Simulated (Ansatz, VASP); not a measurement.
Two plane-wave programs on Ni

The input INCAR:

```
SYSTEM = Ni
AGGAC    = 1.0          
AGGAX    = 1.0          
ALDAC    = 0.0          
ALDAX    = 1.0          
ALGO     = Normal         ! electronic algorithm
EDIFF    = 1E-6           ! SCF threshold, eV
ENCUT    = 520            ! plane-wave cutoff, eV
GGA      = B5             ! functional
ISIF     = 2              ! what is computed and relaxed
ISMEAR   = -1             ! smearing method
ISPIN    = 2              ! spin polarisation
LASPH    = .True.         ! aspherical terms in the spheres
LCHARG   = .False.        ! write CHGCAR
LMAXMIX  = 4              ! l up to which the mixer works
LORBIT   = 11             ! projections on sites
LREAL    = .False.        ! projectors in reciprocal space
LWAVE    = .False.        ! write WAVECAR
MAGMOM   = 0.8 -0.8       ! initial moments
NBANDS   = 21             ! bands
NELM     = 150            ! most SCF steps
PREC     = Accurate       ! precision mode
SIGMA    = 0.05           ! smearing width, eV
```

Contents of KPOINTS:

```
k-points
0
Gamma
  18 18 18
  0 0 0
```

POSCAR

```
Ni
1.0
    2.8401607866      0.0000000000      0.0000000000
    0.0000000000      2.8401607866      0.0000000000
    0.0000000000      0.0000000000      2.8401607866
Ni
2
Direct
    0.0000000000      0.0000000000      0.0000000000
    0.5000000000      0.5000000000      0.5000000000
```

Input for Ansatz:

```yaml
crystal:
  lattice:
    - [2.8401607866, 0.0, 0.0]
    - [0.0, 2.8401607866, 0.0]
    - [0.0, 0.0, 2.8401607866]
  atoms:
    - { symbol: Ni, position: [0.0, 0.0, 0.0], spin: 0.8 }
    - { symbol: Ni, position: [0.5, 0.5, 0.5], spin: -0.8 }
hamiltonian:
  xc: blyp
  pseudopotentials:
    kind: paw
    azcp:
      Ni: "pseudopotentials/Ni.paw.azcp"
basis:
  ecutwfc: 420
  fft_grid_basis: typed
kpoints:
  mp_grid: { grid: [18, 18, 18], shift: [0, 0, 0] }
magnetization:
  spin_polarized: true
scf:
  occupations: { method: fermi_dirac, width: 0.05 }
```

Alike in both runs: task single point; functional BLYP; k mesh 18 × 18 × 18; occupations fermi-dirac, width 0.05 eV; collinear spin.

|  | VASP | Ansatz |
| --- | --- | --- |
| version | VASP 6.6.1 | Ansatz 0.2.0 |
| potentials or method | VASP PAW PBE potentials, release 64 (Ni), cutoff 520 eV | plane waves (420 eV) with PAW, scalar-relativistic |
| valence electrons in the cell | 20 | 36 |

Ansatz gave:

| Quantity | Value |
| --- | --- |
| net moment per atom (μB) | 0.55 |
| size of the moment on the site where the two differ most (μB) | 0.58 |

**Question.** Estimate VASP's values.

**Answer.** net moment per atom (μB): 0.00; size of the moment on the site where the two differ most (μB): 0.00.

The net moments are unlike, so the other rows may belong to different states. VASP's potentials were made for PBE, not for BLYP. Site moments also hang on the region over which each program counts them. VASP's potentials hold 20 valence electrons a cell and Ansatz's 36, so a difference there can come from the potentials and not from the codes. Ansatz's warnings: seeded moment not kept.
